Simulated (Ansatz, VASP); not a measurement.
**One calculation of Ca12Bi4PN3, two programs**

```xyz
20
Lattice="-4.8884 4.8884 4.8884 4.8884 -4.8884 4.8884 4.8884 4.8884 -4.8884" Properties=species:S:1:pos:R:3 pbc="T T T"
Ca   -0.1585    2.4442    2.4442
Ca    4.8884   -2.4442    2.4442
Ca    4.8884    2.4442   -2.4442
Ca    5.0469    2.4442    2.4442
Ca    2.4442   -0.1585    2.4442
Ca   -2.4442    4.8884    2.4442
Ca    2.4442    5.0469    2.4442
Ca    2.4442    4.8884   -2.4442
Ca    2.4442    2.4442   -0.1585
Ca    2.4442    2.4442    5.0469
Ca   -2.4442    2.4442    4.8884
Ca    2.4442   -2.4442    4.8884
Bi    0.0000    0.0000    0.0000
Bi    0.0000    0.0000    4.8884
Bi    0.0000    4.8884    0.0000
Bi    4.8884    0.0000    0.0000
P     2.4442    2.4442    2.4442
N     2.4442    2.4442   -2.4442
N     2.4442   -2.4442    2.4442
N    -2.4442    2.4442    2.4442
```

Alike in both runs: functional PBE; k mesh 3 × 3 × 3; occupations fermi-dirac, width 0.01 eV; no spin polarisation.

Ansatz relaxed the structure, and its values are those at the end. VASP's run is a single point on that final structure, the one shown.

```csv
,VASP,Ansatz
version,VASP 6.6.1,Ansatz 0.2.0
potentials or method,"VASP PAW PBE potentials, release 64 (Ca_sv, Bi_d, P, N)","plane-wave PAW, scalar-relativistic"
plane-wave cutoff (eV),520,420
valence electrons in the cell,200,200
```

|  | VASP | Ansatz | Ansatz less VASP |
| --- | --- | --- | --- |
| pressure (GPa) | 5.4 | 5.2 | -0.20 |
| rms of the force components (eV/Å) | 0.008 | 0.002 | -0.0065 |

With one functional, cell and mesh, what is left measures potentials, basis and numerics. Ansatz's warnings: stress scf threshold loose.

Neither program's run includes spin-orbit coupling.
